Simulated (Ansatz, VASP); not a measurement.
## One calculation of N, two programs

```xyz
2
Lattice="9.0000 0.0000 0.0000 0.0000 9.5000 0.0000 0.0000 0.0000 10.0000" Properties=species:S:1:pos:R:3 pbc="T T T"
N     4.5000    4.7500    4.4489
N     4.5000    4.7500    5.5511
```

Alike in both runs: functional PBE; k mesh 1 × 1 × 1; occupations gaussian, width 0.02 eV; no spin polarisation.

Ansatz relaxed the structure, and its values are those at the end. VASP's run is a single point on that final structure, the one shown.

```csv
,VASP,Ansatz
version,VASP 6.6.1,Ansatz 0.2.0
potentials or method,"VASP PAW PBE potentials, release 64 (N_h), cutoff 910 eV","plane waves, PAW"
valence electrons in the cell,10,10
```

Ansatz gave:

```
rms of the force components (eV/Å) : 0.004
```

**Question.** Estimate VASP's values.

**Answer.** rms of the force components (eV/Å): 0.040.

Ansatz's warnings: stress scf threshold loose.

Noted on VASP's run: the cutoff is short for stress, so the pressure is rough.
